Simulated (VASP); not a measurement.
Write the native input for VASP 6.6.1 that does the following.

* Task: electric field gradients
* Functional: LDA
* Potentials or basis: VASP PAW LDA potentials, release 64 (Li_sv)
* Cutoff: 520 eV
* k mesh: 12 × 12 × 12
* Occupations: fermi-dirac, width 0.08 eV
* Spin: no spin polarisation
* Dipole correction: no
* Further INCAR settings: ALGO = Normal; EDIFF = 1e-08; NBANDS = 12

The structure of Li lies in POSCAR:

```
Li
1.0
    1.5504989657      0.8951809952      7.5883000000
   -1.5504989657      0.8951809952      7.5883000000
    0.0000000000     -1.7903619905      7.5883000000
Li
3
Direct
    0.0000000000      0.0000000000      0.0000000000
    0.2220000000      0.2220000000      0.2220000000
    0.7780000000      0.7780000000      0.7780000000
```

One way to write it, as run:

INCAR

```
PREC     = Accurate       # precision mode
ENCUT    = 520            # plane-wave cutoff, eV
EDIFF    = 1E-8           # SCF threshold, eV
ISMEAR   = -1             # smearing method
SIGMA    = 0.08           # smearing width, eV
LREAL    = False          # projectors in reciprocal space
LASPH    = True           # aspherical terms in the spheres
NELM     = 100            # most SCF steps
ALGO     = Normal         # electronic algorithm
ISIF     = 2              # what is computed and relaxed
LWAVE    = False          # write WAVECAR
LCHARG   = False          # write CHGCAR
LEFG     = True         
NBANDS   = 12             # bands
```

KPOINTS

```
Automatic mesh
0
Gamma
  12 12 12
```

Potentials or basis: VASP PAW LDA potentials, release 64 (Li_sv).

Launch:

```bash
$ cat potpaw_LDA.64/Li_sv/POTCAR > POTCAR
$ mpirun -np 1 vasp_std > vasp.out
```

It gave:

* Largest force: 0.009 eV/Å
* Band gap on the k mesh: zero (an odd number of electrons rules out a gap without spin polarisation)
* Largest electric field gradient by atom: Li +0.05, +0.06 (each value once) V/Å²

Caveat: without QUAD_EFG the Cq values of the log hold for a quadrupole moment of 1 mb, not for the nuclei.

Run time: 19 min on 1 thread of Intel Xeon 8259CL, with other jobs on the host, peak memory 0.39 GiB.
